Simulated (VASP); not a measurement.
Be, 4 atoms in the cell. It takes space group P4_2/mnm (No. 136, tetragonal). Conventional cell: a = 3.722 Å, b = 3.722 Å, c = 2.266 Å, α = 90.00°, β = 90.00°, γ = 90.00°. Within 2.8 Å of Be (site symmetry m2m) lie 13 Be at 2.13 to 2.68 Å. 

```yaml
Program: VASP 6.6.1
Task: single point
Functional: PBEsol
Potentials_or_basis: VASP PAW PBE potentials, release 64 (Be)
Cutoff: 520 eV
k_mesh: 9 × 9 × 14
Occupations: fermi-dirac, width 0.05 eV
Spin: no spin polarisation
Dipole_correction: no
Further_INCAR_settings: ALGO = Normal; EDIFF = 1e-06; NBANDS = 12
```

Potentials or basis: VASP PAW PBE potentials, release 64 (Be).

Launch:

```bash
$ cat potpaw_PBE.64/Be/POTCAR > POTCAR
$ mpirun -np 1 vasp_std > vasp.out
```

Hardware: 1 thread of Intel Xeon 8259CL (shared host).

Q: Estimate the wall time of this run.

A: Wall time 28 s on 1 thread of Intel Xeon 8259CL, with other jobs on the host, peak memory 0.15 GiB. Counts: scf iterations 9, k points 120.
